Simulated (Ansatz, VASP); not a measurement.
**One calculation of C, two programs**

INCAR

```
  PREC = Accurate
  ENCUT = 520
  EDIFF = 1E-7
  ISMEAR = 0
  SIGMA = 0.05
  LREAL = Auto
  LASPH = T
  NELM = 80
  ALGO = Normal
  ISIF = 2
  LWAVE = F
  LCHARG = T
  GGA = PS
  LELF = T
  LVHAR = T
  NBANDS = 46
```

The input KPOINTS:

```
Automatic mesh
0
Gamma
  6 6 4
```

Contents of POSCAR:

```
C
1.0
   -2.4263873541      2.4263873541      2.4263873541
    2.4263873541     -2.4263873541      2.4263873541
    4.8527747083      4.8527747083      0.0000000000
C
16
Direct
    0.3255598828      0.0009100057     -0.0001485995
    0.8255598828      0.5009100057      0.4998514005
    0.3376227789      0.3382643044      0.3372056992
    0.8333270961      0.8237042125      0.8395832909
    0.0002684802      0.3262014083     -0.0001485995
    0.5002684802      0.8262014083      0.4998514005
    0.8376227789      0.8382643044      0.1624971018
    0.3376227789      0.3382643044      0.6624971018
    0.0002684802      0.6756186031     -0.0001485995
    0.5002684802      0.1756186031      0.4998514005
    0.1629141815      0.1635557070      0.1624971018
    0.6629141815      0.6635557070      0.6624971018
    0.6749770776      0.0009100057     -0.0001485995
    0.1749770776      0.5009100057      0.4998514005
    0.6629141815      0.6635557070      0.3372056992
    0.1629141815      0.1635557070      0.8372056992
```

Input for Ansatz:

```yaml
crystal:
  lattice:
    - [-2.4263873541, 2.4263873541, 2.4263873541]
    - [2.4263873541, -2.4263873541, 2.4263873541]
    - [4.8527747083, 4.8527747083, 0.0]
  atoms:
    - { symbol: C, position: [0.3255598828, 0.0009100057, -0.0001485995] }
    - { symbol: C, position: [0.8255598828, 0.5009100057, 0.4998514005] }
    - { symbol: C, position: [0.3376227789, 0.3382643044, 0.3372056992] }
    - { symbol: C, position: [0.8333270961, 0.8237042125, 0.8395832909] }
    - { symbol: C, position: [0.0002684802, 0.3262014083, -0.0001485995] }
    - { symbol: C, position: [0.5002684802, 0.8262014083, 0.4998514005] }
    - { symbol: C, position: [0.8376227789, 0.8382643044, 0.1624971018] }
    - { symbol: C, position: [0.3376227789, 0.3382643044, 0.6624971018] }
    - { symbol: C, position: [0.0002684802, 0.6756186031, -0.0001485995] }
    - { symbol: C, position: [0.5002684802, 0.1756186031, 0.4998514005] }
    - { symbol: C, position: [0.1629141815, 0.163555707, 0.1624971018] }
    - { symbol: C, position: [0.6629141815, 0.663555707, 0.6624971018] }
    - { symbol: C, position: [0.6749770776, 0.0009100057, -0.0001485995] }
    - { symbol: C, position: [0.1749770776, 0.5009100057, 0.4998514005] }
    - { symbol: C, position: [0.6629141815, 0.663555707, 0.3372056992] }
    - { symbol: C, position: [0.1629141815, 0.163555707, 0.8372056992] }
basis:
  ecutwfc: 420
kpoints:
  mp_grid: { grid: [6, 6, 4] }
hamiltonian:
  xc: pbesol
scf:
  occupations: { method: gaussian, width: 0.05 }
output:
  forces: true
  stress: true
  eigenvalues: true
```

Change from the starting cell: atom 4 moved 0.06 Å.

Alike in both runs: task single point; functional PBEsol; k mesh 6 × 6 × 4; occupations gaussian, width 0.05 eV; no spin polarisation.

```csv
,VASP,Ansatz
version,VASP 6.6.1,Ansatz 0.2.0
potentials or method,"VASP PAW PBE potentials, release 64 (C), cutoff 520 eV","scalar-relativistic, plane waves, PAW"
valence electrons in the cell,64,64
```

Ansatz gave:

```
gap on the k mesh at the Fermi level (eV)                     : 2.77
least direct gap on the mesh (eV)                             : 3.62
pressure (GPa)                                                : 0.0
traceless stress, the component that is largest in VASP (GPa) : 1.52
rms of the force components (eV/Å)                            : 0.314
```

Task: Which values does VASP return?

Result: gap on the k mesh at the Fermi level (eV): 2.77; least direct gap on the mesh (eV): 3.61; pressure (GPa): 0.7; traceless stress, the component that is largest in VASP (GPa): 1.52; rms of the force components (eV/Å): 0.314.

VASP's potentials were made for PBE, not for PBEsol. Atom by atom the forces differ by 0.021 eV/Å (rms over components).
